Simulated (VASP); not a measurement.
Input of a VASP 6.6.1 run:

Contents of INCAR:

```
PREC = Accurate ; ENCUT = 600
EDIFF = 1E-6 ; ISMEAR = -1
SIGMA = 0.05 ; LREAL = F
LASPH = T ; NELM = 60
ALGO = Normal ; ISIF = 3
LWAVE = F ; LCHARG = F
GGA = PS ; IBRION = 2
NSW = 80 ; EDIFFG = -0.005
PSTRESS = 100.0
```

Contents of KPOINTS:

```
Automatic mesh
0
Gamma
  9 9 5
```

The input POSCAR:

```
ZnO
1.0
    3.2493080000      0.0000000000      0.0000000000
   -1.6246540000      2.8139832727      0.0000000000
    0.0000000000      0.0000000000      5.2057090000
Zn O
2 2
Direct
    0.6666666667      0.3333333333      0.0000000000
    0.3333333333      0.6666666667      0.5000000000
    0.3333333333      0.6666666667      0.8790100000
    0.6666666667      0.3333333333      0.3790100000
```

Potentials or basis: VASP PAW PBE potentials, release 64 (Zn, O).

Launch:

```bash
$ cat potpaw_PBE.64/Zn/POTCAR potpaw_PBE.64/O/POTCAR > POTCAR
$ mpirun -np 1 vasp_std > vasp.out
```

(1) What does it give for the band gap on the k mesh?

(2) Predict the relaxed cell.

(3) Predict the relaxed volume.

(4) What does it give for the space group after relaxing (to 0.1 Å)?

Answers

(1) 0.77 eV.

(2) a = 3.172 Å, b = 3.172 Å, c = 5.119 Å, α = 90.00°, β = 90.00°, γ = 120.00°.

(3) 11.15 Å³/atom.

(4) P6_3mc (No. 186).

Caveat: the cell is relaxed towards a set pressure, so the run minimises the enthalpy, not the energy; the PAW data sets were made with another functional, which shifts forces and pressure a little.
